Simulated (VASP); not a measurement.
Write the native input for VASP 6.6.1 that does the following.

```
Task                   : single point
Functional             : LDA
Potentials or basis    : VASP PAW LDA potentials, release 64 (C)
Cutoff                 : 520 eV
k mesh                 : 12 × 12 × 2
Occupations            : gaussian, width 0.05 eV
Spin                   : no spin polarisation
Dipole correction      : no
Further INCAR settings : ALGO = Normal; EDIFF = 1e-07; NBANDS = 36
```

The structure of C lies in POSCAR:

```
C
1.0
    2.4921382545      0.0000000000      0.0000000000
   -1.2460691272      2.1582550381      0.0000000000
    0.0000000000      0.0000000000     12.0869000000
C
12
Direct
    0.0000000000      0.0000000000      0.1868599868
    0.0000000000      0.0000000000      0.6868599868
    0.0000000000      0.0000000000      0.3131400132
    0.0000000000      0.0000000000      0.8131400132
    0.3333333333      0.6666666667      0.5207718743
    0.6666666667      0.3333333333      0.0207718743
    0.3333333333      0.6666666667      0.9792281257
    0.6666666667      0.3333333333      0.4792281257
    0.3333333333      0.6666666667      0.6450609412
    0.6666666667      0.3333333333      0.1450609412
    0.3333333333      0.6666666667      0.8549390588
    0.6666666667      0.3333333333      0.3549390588
```

These files were run (other wordings do the same):

INCAR

```
ALGO     = Normal         # electronic algorithm
EDIFF    = 1E-7           # SCF threshold, eV
ENCUT    = 520            # plane-wave cutoff, eV
GGA      = CA             # functional
ISIF     = 2              # what is computed and relaxed
ISMEAR   = 0              # smearing method
LASPH    = T              # aspherical terms in the spheres
LCHARG   = F              # write CHGCAR
LREAL    = F              # projectors in reciprocal space
LWAVE    = F              # write WAVECAR
NBANDS   = 36             # bands
NELM     = 60             # most SCF steps
PREC     = Accurate       # precision mode
SIGMA    = 0.05           # smearing width, eV
```

KPOINTS

```
k-points
0
Gamma
  12 12 2
```

Potentials or basis: VASP PAW LDA potentials, release 64 (C).

Command:

```sh
$ cat potpaw_LDA.64/C/POTCAR > POTCAR
$ mpirun -np 1 vasp_std > vasp.out
```

Results of the run:

```json
{
  "Pressure": "10.1 GPa",
  "Largest force": "0.128 eV/Å",
  "Band gap on the k mesh": "4.40 eV, indirect (least direct gap 5.26 eV)"
}
```

Wall time 60 s on 1 thread of Intel(R) Xeon(R) Platinum 8488C (Sapphire Rapids) (shared host), peak memory 0.17 GiB.
